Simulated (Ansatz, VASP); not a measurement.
SiO2: VASP beside Ansatz

```xyz
6
Lattice="4.1088 0.0000 0.0000 0.0000 4.1088 0.0000 0.0000 0.0000 2.4477" Properties=species:S:1:pos:R:3 pbc="T T T"
Si    2.0544    2.0544    1.2239
Si    0.0000    0.0000    0.0000
O     2.8475    2.8475    0.0000
O     0.7931    3.3157    1.2239
O     1.2613    1.2613    0.0000
O     3.3157    0.7931    1.2239
```

Alike in both runs: task single point; functional PBE; k mesh 6 × 6 × 8; occupations gaussian, width 0.05 eV; no spin polarisation.

```csv
,VASP,Ansatz
version,VASP 6.6.1,Ansatz 0.2.0
potentials or method,"VASP PAW PBE potentials, release 64 (Si, O), cutoff 520 eV","scalar-relativistic, plane waves, PAW"
valence electrons in the cell,32,32
```

|  | VASP | Ansatz | Ansatz less VASP |
| --- | --- | --- | --- |
| gap on the k mesh at the Fermi level (eV) | 8.13 | 8.14 | +0.015 |
| least direct gap on the mesh (eV) | 8.13 | 8.14 | +0.015 |
| rms of the force components (eV/Å) | 0.621 | 0.595 | -0.0264 |

Atom by atom the forces differ by 0.026 eV/Å (rms over components). With one functional, cell and mesh, what is left measures potentials, basis and numerics.
